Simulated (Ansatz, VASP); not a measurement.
## Two plane-wave programs on CsI

File POSCAR:

```
CsI
1.0
    4.6089335551      0.0000000000      0.0000000000
    0.0000000000      4.6089335551      0.0000000000
    0.0000000000      0.0000000000      4.6089335551
Cs I
1 1
Direct
    0.0000000000      0.0000000000      0.0000000000
    0.5000000000      0.5000000000      0.5000000000
```

INCAR.step1

```
SYSTEM = CsI
PREC = Accurate
ENCUT = 550
ISMEAR = -1
SIGMA = 0.02
LREAL = .False.
LASPH = .True.
NELM = 120
NBANDS = 15
GGA = PE
ALGO = Normal
EDIFF = 1E-5
LWAVE = .True.
LCHARG = .False.
GGA_COMPAT = .False.
```

The input INCAR.step2:

```
SYSTEM = CsI
PREC = Accurate
ENCUT = 550
EDIFF = 1E-6
ISMEAR = -1
SIGMA = 0.02
LREAL = .False.
LASPH = .True.
NELM = 120
ALGO = Normal
ISIF = 2
LWAVE = .False.
LCHARG = .False.
METAGGA = R2SCAN
LMIXTAU = .True.
NBANDS = 15
ISTART = 1
GGA_COMPAT = .False.
```

Contents of KPOINTS:

```
Automatic mesh
0
Gamma
  7 7 7
  0 0 0
```

Input for Ansatz:

```yaml
crystal:
  lattice:
    - [4.6089335551, 0.0, 0.0]
    - [0.0, 4.6089335551, 0.0]
    - [0.0, 0.0, 4.6089335551]
  atoms:
    - { symbol: Cs, position: [0.0, 0.0, 0.0] }
    - { symbol: I, position: [0.5, 0.5, 0.5] }
kpoints:
  mp_grid: { grid: [7, 7, 7] }
scf:
  occupations: { method: fermi_dirac, width: 0.02 }
hamiltonian:
  xc: r2scan
  pseudopotentials: { kind: paw }
output:
  forces: true
  stress: true
  eigenvalues: true
  populations: true
```

Alike in both runs: task single point; functional r2SCAN; k mesh 7 × 7 × 7; occupations fermi-dirac, width 0.02 eV; no spin polarisation.

```csv
,VASP,Ansatz
version,VASP 6.6.1,Ansatz 0.2.0
potentials or method,"VASP PAW PBE potentials, release 64 (Cs_sv, I)","PAW with Ansatz's default frozen-core files, scalar-relativistic"
plane-wave cutoff (eV),550,500
valence electrons in the cell,16,26
```

|  | VASP | Ansatz | Ansatz less VASP |
| --- | --- | --- | --- |
| gap on the k mesh at the Fermi level (eV) | 4.52 | 4.54 | +0.017 |
| pressure (GPa) | 0.0 | 0.0 | -0.03 |

VASP's potentials were made for PBE, not for r2SCAN. With one functional, cell and mesh, what is left measures potentials, basis and numerics. VASP's potentials hold 16 valence electrons a cell and Ansatz's 26, so a difference there can come from the potentials and not from the codes.

Spin-orbit coupling is off throughout.
